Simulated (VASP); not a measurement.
A run of VASP 6.6.1 is set up as follows.

INCAR

```
PREC = Accurate
ENCUT = 520
EDIFF = 1E-6
ISMEAR = -1
SIGMA = 0.05
LREAL = F
LASPH = T
NELM = 80
ALGO = Normal
ISIF = 2
LWAVE = F
LCHARG = T
GGA = RP
IVDW = 13
LELF = T
LVHAR = T
NBANDS = 17
```

File KPOINTS:

```
regular mesh
0
Gamma
  8 8 8
```

Contents of POSCAR:

```
SnSe
1.0
    0.0000000000      2.9693193375      2.9693193375
    2.9693193375      0.0000000000      2.9693193375
    2.9693193375      2.9693193375      0.0000000000
Sn Se
1 1
Direct
    0.0000000000      0.0000000000      0.0000000000
    0.5000000000      0.5000000000      0.5000000000
```

Potentials or basis: VASP PAW PBE potentials, release 64 (Sn_d, Se).

The run is started by

```sh
$ cat potpaw_PBE.64/Sn_d/POTCAR potpaw_PBE.64/Se/POTCAR > POTCAR
$ mpirun -np 1 vasp_std > vasp.out
```

Predict the band gap on the k mesh.

0.71 eV, indirect (least direct gap 0.73 eV).

Predict the pressure.

0.2 GPa.

Predict the dispersion energy per atom.

-0.761 eV.

Caveat: the PAW data sets were made with another functional, which shifts forces and pressure a little; spin-orbit coupling is left out, which moves the levels of the heavy elements. A k mesh can miss the band edges.
